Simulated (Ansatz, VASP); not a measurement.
HfN in VASP and in Ansatz

Contents of INCAR:

```
SYSTEM = HfN
ALGO = Normal ; EDIFF = 1E-7
ENCUT = 520 ; GGA = PS
ISIF = 2 ; ISMEAR = 0
LASPH = .TRUE. ; LCHARG = .TRUE.
LELF = .TRUE. ; LREAL = .FALSE.
LVHAR = .TRUE. ; LWAVE = .FALSE.
NBANDS = 14 ; NELM = 60
PREC = Accurate ; SIGMA = 0.15
```

Contents of KPOINTS:

```
k-points
0
G
  18 18 18
  0 0 0
```

File POSCAR:

```
HfN
1.0
    0.0000000000      2.3775975000      2.2590000000
    2.3775975000      0.0000000000      2.2590000000
    2.3775975000      2.3775975000      0.0000000000
Hf N
1 1
Direct
    0.0000000000      0.0000000000      0.0000000000
    0.5000000000      0.5000000000      0.5000000000
```

Input for Ansatz:

```yaml
crystal:
  lattice:
    - [0.0, 2.3775975, 2.259]
    - [2.3775975, 0.0, 2.259]
    - [2.3775975, 2.3775975, 0.0]
  atoms:
    - { symbol: Hf, position: [0.0, 0.0, 0.0] }
    - { symbol: "N", position: [0.5, 0.5, 0.5] }
basis:
  ecutwfc: 420
kpoints:
  mp_grid: { grid: [18, 18, 18] }
hamiltonian:
  xc: pbesol
scf:
  occupations: { method: gaussian, width: 0.15 }
output:
  forces: true
  stress: true
  eigenvalues: true
```

Change from the starting cell: strain +0.0525 x Voigt [1, 1, 0, 0, 0, 0], atoms carried along.

Alike in both runs: task single point; functional PBEsol; k mesh 18 × 18 × 18; occupations gaussian, width 0.15 eV; no spin polarisation.

```csv
,VASP,Ansatz
version,VASP 6.6.1,Ansatz 0.2.0
potentials or method,"VASP PAW PBE potentials, release 64 (Hf_pv, N), cutoff 520 eV","scalar-relativistic, plane waves, PAW"
valence electrons in the cell,15,31
```

```tsv
	VASP	Ansatz	Ansatz less VASP
gap on the k mesh at the Fermi level (eV)	none	none	-
pressure (GPa)	-25.8	-23.9	+1.87
traceless stress, the component that is largest in VASP (GPa)	10.53	10.72	+0.191
```

VASP's potentials were made for PBE, not for PBEsol. A gap of «none» marks a metal or a gap that the smearing closes. VASP's potentials hold 15 valence electrons a cell and Ansatz's 31, so a difference there can come from the potentials and not from the codes.

Neither program's run includes spin-orbit coupling.
